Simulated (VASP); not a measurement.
Input of a VASP 6.6.1 run:

File INCAR:

```
  PREC = Accurate
  ENCUT = 520
  EDIFF = 1E-7
  ISMEAR = -1
  SIGMA = 0.02
  LREAL = F
  LASPH = T
  NELM = 100
  ALGO = Normal
  ISIF = 2
  LWAVE = F
  LCHARG = F
  GGA = PE
  NBANDS = 16
```

The input KPOINTS:

```
Automatic mesh
0
Gamma
  8 8 8
```

Contents of POSCAR:

```
CdS
1.0
    0.0000000000      2.6643333603      2.7267765431
    2.6643333603      0.0000000000      2.7267765431
    2.6643333603      2.6643333603      0.0000000000
Cd S
1 1
Direct
    0.0000000000      0.0000000000      0.0000000000
    0.5000000000      0.5000000000      0.5000000000
```

Potentials or basis: VASP PAW PBE potentials, release 64 (Cd, S).

Command:

```console
$ cat potpaw_PBE.64/Cd/POTCAR potpaw_PBE.64/S/POTCAR > POTCAR
$ mpirun -np 1 vasp_std > vasp.out
```

What does it give for the pressure?

6.5 GPa.

Predict the band gap on the k mesh.

0.14 eV (least direct gap 1.96 eV).

Stress tensor (GPa, compression positive):
```
7.34 0.00 0.00
0.00 7.34 0.00
0.00 0.00 4.78
```

Caveat: the cell differs from its parent crystal (biaxial xy strain -2.3%); the cell stands under pressure. A k mesh can miss the band edges.
